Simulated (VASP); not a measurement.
A run of VASP 6.6.1:

File POSCAR:

```
Al2O3
1.0
    2.9361517307      0.0000000000      0.0000000000
   -1.4680758654      2.5427819882      0.0000000000
    0.0000000000      0.0000000000      7.2470348334
Al O
2 3
Direct
    0.0000000000      0.0000000000      0.1809441335
    0.0000000000      0.0000000000      0.8190558665
    0.3333333333      0.6666666667      0.2680062644
    0.6666666667      0.3333333333      0.0000000000
    0.3333333333      0.6666666667      0.7319937356
```

The input INCAR.step1:

```
SYSTEM = Al2O3
PREC = Accurate
ENCUT = 520
ISMEAR = 0
SIGMA = 0.05
LREAL = .FALSE.
LASPH = .TRUE.
NELM = 80
NBANDS = 20
GGA = PE
ALGO = Normal
EDIFF = 1E-4
LWAVE = .TRUE.
LCHARG = .FALSE.
```

Contents of INCAR.step2:

```
SYSTEM = Al2O3
PREC = Accurate
ENCUT = 520
EDIFF = 1E-6
ISMEAR = 0
SIGMA = 0.05
LREAL = .FALSE.
LASPH = .TRUE.
NELM = 80
ALGO = Normal
ISIF = 2
LWAVE = .FALSE.
LCHARG = .FALSE.
METAGGA = R2SCAN
LMIXTAU = .TRUE.
NBANDS = 20
ISTART = 1
```

KPOINTS

```
regular mesh
0
G
  12 12 4
  0 0 0
```

Potentials or basis: VASP PAW PBE potentials, release 64 (Al, O).

The run is started by

```bash
$ cat potpaw_PBE.64/Al/POTCAR potpaw_PBE.64/O/POTCAR > POTCAR
$ cp INCAR.step1 INCAR
$ mpirun -np 1 vasp_std > vasp.out
$ cp INCAR.step2 INCAR
$ mpirun -np 1 vasp_std > vasp.out
```

Hardware: 1 thread of Intel(R) Xeon(R) 6975P-C (Granite Rapids), with other jobs on the host.

Task: Estimate the wall time of this run.

Result: Wall time 99 s on 1 thread of Intel(R) Xeon(R) 6975P-C (Granite Rapids), on a shared host, peak memory 0.2 GiB. Counts: k points 57.
